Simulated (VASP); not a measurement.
Runs of VASP 6.6.1 on Si3C. The structure is that of space group P4/mmm (No. 123), or close to it. The cells are those of the table. 

| task | spin | cell | k mesh | cutoff (eV) | gap on the mesh (eV) | pressure (GPa) | moment (μB) | relaxed volume (Å³/atom) | largest force (eV/Å) |
| --- | --- | --- | --- | --- | --- | --- | --- | --- | --- |
| single point | off | a = 2.743, b = 2.743, c = 7.760 Å, 4 atoms | 6 × 6 × 2 | 520 | none | -10.6 | - | - | 1.03 |
| relaxation of cell and atoms | off | relaxed from a = 2.743, b = 2.743, c = 7.760 Å, 4 atoms | 6 × 6 × 2 | 600 | - | -0.2 | - | 11.69 | 0.03 |
| single point | off | a = 2.751, b = 2.751, c = 6.151 Å, 4 atoms | 18 × 18 × 8 | 520 | none | 0.0 | - | - | - |
| relaxation of cell and atoms | off | relaxed from a = 2.652, b = 2.652, c = 7.082 Å, 4 atoms | 6 × 6 × 4 | 600 | - | 0.1 | - | (a) | 0.02 |
| relaxation of cell and atoms | off | relaxed from a = 2.651, b = 2.651, c = 7.107 Å, 4 atoms | 18 × 18 × 8 | 600 | - | 0.1 | - | 11.63 | - |
| single point | off | a = 2.746, b = 2.746, c = 6.166 Å, 4 atoms | 16 × 16 × 8 | 520 | none | 0.0 | - | - | - |
| single point | collinear, ferromagnetic start | a = 2.743, b = 2.743, c = 7.760 Å, 4 atoms | 6 × 6 × 2 | 520 | none | -10.6 | 0.00 | - | 1.03 |
| single point | collinear, ferromagnetic start | a = 2.651, b = 2.651, c = 7.107 Å, 4 atoms | 6 × 6 × 4 | 520 | none | 0.0 | 0.00 | - | 0.02 |

Alike in all rows: level PBE; potentials or basis VASP PAW PBE potentials, release 64 (Si, C); smearing gaussian 0.1 eV.

**Question.** Estimate the missing entries.

**Answer.** (a) 12.48.

Caveats: some runs use coarse meshes; the bands computed are all filled at some k points, so no gap is given (some runs); forces of over 1 eV/Å act on the atoms, so gaps and moduli don't describe the material at rest (some runs); the volume moved by over 15 % at a fixed basis, so the end points are rough (some runs).

A gap of «none» marks levels without a gap at the run's occupations.
